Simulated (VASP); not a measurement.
Input of a VASP 6.6.1 run:

Contents of INCAR:

```
ALGO = Normal
EDIFF = 1E-7
ENCUT = 520
GGA = PS
ISIF = 2
ISMEAR = -1
LASPH = True
LCHARG = True
LELF = True
LREAL = False
LVHAR = True
LWAVE = False
NBANDS = 21
NELM = 80
PREC = Accurate
SIGMA = 0.05
```

Contents of KPOINTS:

```
k-points
0
Gamma
  10 10 10
```

The input POSCAR:

```
Ti2C
1.0
    1.5092465358      0.8713638937      4.7155020782
   -1.5092465358      0.8713638937      4.7155020782
    0.0000000000     -1.7427277875      4.7155020782
Ti C
2 1
Direct
    0.7545021700      0.7545021700      0.7545021700
    0.2454978300      0.2454978300      0.2454978300
    0.5000000000      0.5000000000      0.5000000000
```

Potentials or basis: VASP PAW PBE potentials, release 64 (Ti_sv, C).

Run with:

```console
$ cat potpaw_PBE.64/Ti_sv/POTCAR potpaw_PBE.64/C/POTCAR > POTCAR
$ mpirun -np 1 vasp_std > vasp.out
```

Q: Predict the pressure.

A: 7.9 GPa.

Q: What does it give for the largest force?

A: 0.557 eV/Å.

Q: What does it give for the band gap on the k mesh?

A: Zero (band 14 reaches 9.55 eV, above the bottom of band 15 at 8.71 eV).

Stress tensor (GPa, compression positive):
```
7.88 0.00 0.00
0.00 7.88 0.00
0.00 0.00 8.01
```

Caveat: the PAW data sets were made with another functional, which shifts forces and pressure a little.
